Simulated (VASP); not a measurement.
Input of a VASP 6.6.1 run:

POSCAR

```
Os
1.0
    2.6511547696      0.0000000000      0.0000000000
   -1.3255773848      2.2959673798      0.0000000000
    0.0000000000      0.0000000000      8.5080531116
Os
4
Direct
    1.0000000000      0.0000000000      0.0000000000
    1.0000000000      0.0000000000      0.5000000000
    0.3333333333      0.6666666667      0.2500000000
    0.6666666667      0.3333333333      0.7500000000
```

Contents of INCAR.step1:

```
PREC = Accurate
ENCUT = 520
ISMEAR = -1
SIGMA = 0.1
LREAL = False
LASPH = True
NELM = 100
NBANDS = 24
GGA = PE
ALGO = Normal
EDIFF = 1E-4
LWAVE = True
LCHARG = False
```

INCAR.step2

```
PREC = Accurate
ENCUT = 520
EDIFF = 1E-7
ISMEAR = -1
SIGMA = 0.1
LREAL = False
LASPH = True
NELM = 100
ALGO = Normal
ISIF = 2
LWAVE = False
LCHARG = False
METAGGA = R2SCAN
LMIXTAU = True
NBANDS = 24
ISTART = 1
```

File KPOINTS:

```
Automatic mesh
0
Gamma
  15 15 4
```

Potentials or basis: VASP PAW PBE potentials, release 64 (Os).

Launch:

```sh
$ cat potpaw_PBE.64/Os/POTCAR > POTCAR
$ cp INCAR.step1 INCAR
$ mpirun -np 1 vasp_std > vasp.out
$ cp INCAR.step2 INCAR
$ mpirun -np 1 vasp_std > vasp.out
```

Problem. What does it give for the band gap on the k mesh?

Solution. Zero (bands 16 and 17 overlap by 4.21 eV).

Problem. What does it give for the pressure?

Solution. 45.0 GPa.

Stress tensor (GPa, compression positive):
```
43.64  0.00  0.00
 0.00 43.64  0.00
 0.00  0.00 47.74
```

Caveat: the cell stands under pressure; the PAW data sets were made with another functional, which shifts forces and pressure a little; spin-orbit coupling is left out, which moves the levels of the heavy elements.
